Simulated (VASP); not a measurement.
Input of a VASP 6.6.1 run:

Contents of INCAR:

```
SYSTEM = Al2O3
PREC     = Accurate       ! precision mode
ENCUT    = 520            ! plane-wave cutoff, eV
EDIFF    = 1E-6           ! SCF threshold, eV
ISMEAR   = 0              ! smearing method
SIGMA    = 0.05           ! smearing width, eV
LREAL    = .FALSE.        ! projectors in reciprocal space
LASPH    = .TRUE.         ! aspherical terms in the spheres
NELM     = 60             ! most SCF steps
ALGO     = Normal         ! electronic algorithm
ISIF     = 2              ! what is computed and relaxed
LWAVE    = .FALSE.        ! write WAVECAR
LCHARG   = .FALSE.        ! write CHGCAR
GGA      = PS             ! functional
NBANDS   = 35             ! bands
```

KPOINTS

```
regular mesh
0
G
  6 6 6
  0 0 0
```

POSCAR

```
Al2O3
1.0
    2.4501246370      1.4145801187      4.3355772160
   -2.4501246370      1.4145801187      4.3355772160
    0.0000000000     -2.8291602374      4.3355772160
Al O
4 6
Direct
    0.8520350473      0.8520350473      0.8520350473
    0.6479649527      0.6479649527      0.6479649527
    0.1479649527      0.1479649527      0.1479649527
    0.3520350473      0.3520350473      0.3520350473
    0.0558571577      0.4441428423      0.7500000000
    0.7500000000      0.0558571577      0.4441428423
    0.4441428423      0.7500000000      0.0558571577
    0.9441428423      0.5558571577      0.2500000000
    0.2500000000      0.9441428423      0.5558571577
    0.5558571577      0.2500000000      0.9441428423
```

Potentials or basis: VASP PAW PBE potentials, release 64 (Al, O).

The run is started by

```console
$ cat potpaw_PBE.64/Al/POTCAR potpaw_PBE.64/O/POTCAR > POTCAR
$ mpirun -np 1 vasp_std > vasp.out
```

Q: Estimate the largest force.

A: 0.189 eV/Å.

Q: Estimate the band gap on the k mesh.

A: 5.21 eV, direct.

Forces on the atoms (eV/Å):
```
Al   0.000  0.000  0.189
Al   0.000  0.000 -0.189
Al   0.000  0.000 -0.189
Al   0.000  0.000  0.189
O   -0.119  0.000  0.000
O    0.059 -0.103  0.000
O    0.059  0.103  0.000
O    0.119  0.000  0.000
O   -0.059  0.103  0.000
O   -0.059 -0.103  0.000
```

Caveat: the PAW data sets were made with another functional, which shifts forces and pressure a little.
